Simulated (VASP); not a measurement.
Wanted: the native input for a VASP 6.6.1 run.

- Task: single point
- Functional: PBE
- Potentials or basis: VASP PAW PBE potentials, release 64 (Rb_sv)
- Cutoff: 520 eV
- k mesh: 9 × 9 × 5
- Occupations: fermi-dirac, width 0.08 eV
- Spin: no spin polarisation
- Dipole correction: no
- Further INCAR settings: ALGO = Normal; EDIFF = 1e-06; NBANDS = 16

The structure of Rb lies in POSCAR:

```
Rb
1.0
    4.0544494417      0.0000000000      0.0000000000
   -2.0272247208      3.5112562149      0.0000000000
    0.0000000000      0.0000000000      6.6893269505
Rb
2
Direct
    0.3333333333      0.6666666667      0.2500000000
    0.6666666667      0.3333333333      0.7500000000
```

This isn't the form of Rb at room conditions, which is bcc.

The input as run:

INCAR

```
SYSTEM = Rb
PREC = Accurate
ENCUT = 520
EDIFF = 1E-6
ISMEAR = -1
SIGMA = 0.08
LREAL = .FALSE.
LASPH = .TRUE.
NELM = 80
ALGO = Normal
ISIF = 2
LWAVE = .FALSE.
LCHARG = .FALSE.
GGA = PE
NBANDS = 16
```

KPOINTS

```
Automatic mesh
0
G
  9 9 5
  0 0 0
```

Potentials or basis: VASP PAW PBE potentials, release 64 (Rb_sv).

Command:

```bash
$ cat potpaw_PBE.64/Rb_sv/POTCAR > POTCAR
$ mpirun -np 1 vasp_std > vasp.out
```

Results of the run:

The pressure is 5.7 GPa. The band gap on the k mesh is zero (bands 9 and 10 overlap by 2.29 eV).

Caveat: the cell stands under pressure.

Run time: 18 s on 1 thread of Intel(R) Xeon(R) 6975P-C (Granite Rapids) (shared host), peak memory 0.21 GiB.
